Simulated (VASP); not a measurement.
A run of VASP 6.6.1 is set up as follows.

INCAR

```
  ALGO = Normal
  EDIFF = 1E-7
  ENCUT = 520
  GGA = PE
  ISIF = 2
  ISMEAR = 0
  LASPH = True
  LCHARG = False
  LREAL = Auto
  LWAVE = False
  NBANDS = 77
  NELM = 100
  PREC = Accurate
  SIGMA = 0.1
```

File KPOINTS:

```
k-points
0
Gamma
  9 9 1
```

POSCAR

```
Ti4AlC3
1.0
    3.0808808220      0.0000000000      0.0000000000
   -1.5404404110      2.6681210579      0.0000000000
    0.0000000000      0.0000000000     23.5949980967
Ti Al C
8 2 6
Direct
    0.3333333333      0.6666666667      0.0509143514
    0.6666666667      0.3333333333      0.9490856486
    0.6666666667      0.3333333333      0.5509143514
    0.3333333333      0.6666666667      0.4490856486
    0.0000000000      0.0000000000      0.1529430627
    0.0000000000      0.0000000000      0.8470569373
    0.0000000000      0.0000000000      0.6529430627
    0.0000000000      0.0000000000      0.3470569373
    0.3333333333      0.6666666667      0.2500000000
    0.6666666667      0.3333333333      0.7500000000
    0.0000000000      0.0000000000      0.0000000000
    0.0000000000      0.0000000000      0.5000000000
    0.6666666667      0.3333333333      0.1079640455
    0.3333333333      0.6666666667      0.8920359545
    0.3333333333      0.6666666667      0.6079640455
    0.6666666667      0.3333333333      0.3920359545
```

Potentials or basis: VASP PAW PBE potentials, release 64 (Ti_sv, Al, C).

The run is started by

```console
$ cat potpaw_PBE.64/Ti_sv/POTCAR potpaw_PBE.64/Al/POTCAR potpaw_PBE.64/C/POTCAR > POTCAR
$ mpirun -np 1 vasp_std > vasp.out
```

Q: Predict the band gap on the k mesh.

A: Zero (bands 63 and 64 overlap by 1.50 eV).

Q: Predict the largest force.

A: 0.006 eV/Å.

Q: Estimate the pressure.

A: 0.0 GPa.

Forces on the atoms (eV/Å):
```
Ti   0.000  0.000 -0.006
Ti   0.000  0.000  0.006
Ti   0.000  0.000 -0.006
Ti   0.000  0.000  0.006
Ti   0.000  0.000  0.001
Ti   0.000  0.000 -0.001
Ti   0.000  0.000  0.001
Ti   0.000  0.000 -0.001
Al   0.000  0.000  0.000
Al   0.000  0.000  0.000
C    0.000  0.000  0.000
C    0.000  0.000  0.000
C    0.000  0.000  0.000
C    0.000  0.000  0.000
C    0.000  0.000  0.000
C    0.000  0.000  0.000
```
